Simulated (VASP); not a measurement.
Sr3Al2O: single point with PBE

The system is Sr3Al2O.

```
Sr Al O
1.0
     5.05525    0.00000    0.00000
    -2.52762    4.37797    0.00000
     0.00000    0.00000    7.02810
Sr Al O
3 2 1
Direct
  0.66667 0.33333 0.12350
  0.33333 0.66667 0.87650
  0.00000 0.00000 0.50000
  0.66667 0.33333 0.60027
  0.33333 0.66667 0.39973
  0.00000 0.00000 0.00000
```

The cell was built from a structure type or drawn by symmetry, and may not be a known phase.

- Program: VASP 6.6.1
- Task: single point
- Functional: PBE
- Potentials or basis: VASP PAW PBE potentials, release 64 (Sr_sv, Al, O)
- Cutoff: 520 eV
- k mesh: 12 × 12 × 6
- Occupations: gaussian, width 0.01 eV
- Spin: no spin polarisation

The pressure is 0.1 GPa and the band gap on the k mesh is 0.15 eV (least direct gap 0.20 eV).

Forces in eV/Å, atoms in the order of the input:
```
Sr   0.000  0.000  0.002
Sr   0.000  0.000 -0.002
Sr   0.000  0.000  0.000
Al   0.000  0.000  0.001
Al   0.000  0.000 -0.001
O    0.000  0.000  0.000
```

Levels at points of the mesh, in eV from the valence-band top:
```csv
k point,band 17,band 18,band 19,band 20,band 21,band 22,band 23,band 24,band 25,band 26
"(0.00, 0.00, 0.00)",-2.63,-1.50,-1.44,-1.44,-0.94,0.50,1.03,1.03,1.84,1.84
"(0.50, 0.00, 0.00)",-2.36,-2.23,-1.76,-0.54,-0.09,0.15,0.50,1.49,1.58,2.37
"(0.00, 0.00, 0.50)",-2.70,-2.59,-1.39,-1.39,0.00,0.20,1.22,1.22,2.23,2.23
"(0.50, 0.00, 0.50)",-2.37,-2.31,-1.42,-1.07,-0.71,0.39,0.91,1.36,1.92,2.29
```

It took 4.1 min on 1 thread of Intel(R) Xeon(R) 6975P-C (Granite Rapids) (shared host), peak memory 0.57 GiB.

A k mesh can miss the band edges.
